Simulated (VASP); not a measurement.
The system is Ge.

```
Ge
1.0
     1.39715   -2.60052    0.00000
     1.39715    2.60052    0.00000
     0.00000    0.00000    2.69823
Ge
1
Direct
  0.50000 0.50000 0.00000
```

- Program: VASP 6.6.1
- Task: relaxation of cell and atoms
- Functional: RPBE
- Dispersion: D3(BJ)
- Potentials or basis: VASP PAW PBE potentials, release 64 (Ge_d)
- Cutoff: 600 eV
- k mesh: 11 × 11 × 10
- Occupations: fermi-dirac, width 0.05 eV
- Spin: no spin polarisation

At the start: pressure -16.2 GPa; volume 19.61 Å³/atom.

Problem. How do energy, volume and symmetry change on relaxing?

Solution. Over 14 steps the energy falls by 252.2 meV/atom and the volume is 15.70 Å³/atom (-19.9 %); space group P6/mmm (No. 191, to 0.05 Å).

Step by step:
```tsv
step	energy change (eV)	largest force (eV/Å)	pressure (GPa)	volume (Å³)
1	0.0000	0.0000	-16.22	19.61
2	-0.2104	0.0000	11.34	14.49
3	-0.2492	0.0000	0.46	15.68
4	-0.2489	0.0000	-0.49	15.75
5	-0.2507	0.0000	-0.41	15.74
6	-0.2509	0.0000	-0.43	15.74
7	-0.2519	0.0000	0.49	15.65
8	-0.2519	0.0000	0.43	15.65
9	-0.2521	0.0000	-0.15	15.72
10	-0.2521	0.0000	-0.16	15.72
11	-0.2522	0.0000	-0.19	15.72
12	-0.2522	0.0000	-0.20	15.72
13	-0.2522	0.0000	0.29	15.68
14	-0.2522	0.0000	-0.04	15.70
```

Final structure:
```
CELL_PARAMETERS angstrom
1.32981 -2.33382 0.00000
1.32981 2.33382 0.00000
0.00000 0.00000 2.52869
ATOMIC_POSITIONS crystal
Ge 0.50000 0.50000 0.00000
```

Caveat: the volume moved by over 15 % at a fixed basis, so the end points are rough; the PAW data sets were made with another functional, which shifts forces and pressure a little; pairwise dispersion overbinds metals, which lowers pressure and volume.
